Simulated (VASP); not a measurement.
Input of a VASP 6.6.1 run:

File INCAR:

```
PREC = Accurate ; ENCUT = 500
EDIFF = 1E-6 ; ISMEAR = -1
SIGMA = 0.17 ; LREAL = False
LASPH = True ; NELM = 120
ALGO = Normal ; ISIF = 2
LWAVE = False ; LCHARG = False
GGA = PE ; IVDW = 12
NBANDS = 15 ; GGA_COMPAT = False
```

The input KPOINTS:

```
Automatic mesh
0
Gamma
  9 9 8
```

The input POSCAR:

```
HfB2
1.0
    3.1326790839      0.0000000000      0.0000000000
   -1.5663395419      2.7129796685      0.0000000000
    0.0000000000      0.0000000000      3.4792139900
Hf B
1 2
Direct
    0.0000000000      0.0000000000      0.0000000000
    0.3333333333      0.6666666667      0.5574842480
    0.6666666667      0.3333333333      0.5000000000
```

Potentials or basis: VASP PAW PBE potentials, release 64 (Hf_pv, B).

The run is started by

```console
$ cat potpaw_PBE.64/Hf_pv/POTCAR potpaw_PBE.64/B/POTCAR > POTCAR
$ mpirun -np 1 vasp_std > vasp.out
```

Predict the pressure.

-1.1 GPa.

Predict the dispersion energy per atom.

-0.364 eV.

Estimate the largest force.

1.951 eV/Å.

Stress tensor (GPa, compression positive):
```
-0.64  0.00  0.00
 0.00 -0.64  0.00
 0.00  0.00 -2.14
```

Caveat: three body term missing; pairwise dispersion overbinds metals, which lowers pressure and volume; forces of over 1 eV/Å act on the atoms, so gaps and moduli don't describe the material at rest.
